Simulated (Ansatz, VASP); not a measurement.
**One calculation of InSb5, two programs**

```
CELL_PARAMETERS angstrom
6.21100 0.00000 0.00000
-3.10550 5.37889 0.00000
0.00000 0.00000 5.61172
ATOMIC_POSITIONS crystal
In 0.00000 0.00000 0.00000
Sb 0.00000 0.50000 0.50000
Sb 0.50000 0.50000 0.50000
Sb 0.33333 0.66667 0.00000
Sb 0.50000 0.00000 0.50000
Sb 0.66667 0.33333 0.00000
```

Change from the starting cell: species swapped into the GdRh5 type (P6/mmm, No. 191).

Alike in both runs: functional PBE; k mesh 6 × 6 × 8; occupations gaussian, width 0.1 eV; no spin polarisation.

Ansatz relaxed the structure, and its values are those at the end. VASP's run is a single point on that final structure, the one shown.

|  | VASP | Ansatz |
| --- | --- | --- |
| version | VASP 6.6.1 | Ansatz 0.2.0 |
| potentials or method | VASP PAW PBE potentials, release 64 (In_d, Sb), cutoff 520 eV | scalar-relativistic, plane waves, PAW |
| valence electrons in the cell | 38 | 88 |

VASP gave:

- gap on the k mesh at the Fermi level (eV): none
- pressure (GPa): -0.1

Question: What did Ansatz give for the same quantities?

Answer: gap on the k mesh at the Fermi level (eV): none; pressure (GPa): 0.0.

A gap of «none» marks a metal or a gap that the smearing closes. VASP's potentials hold 38 valence electrons a cell and Ansatz's 88, so a difference there can come from the potentials and not from the codes.

Spin-orbit coupling is off throughout.
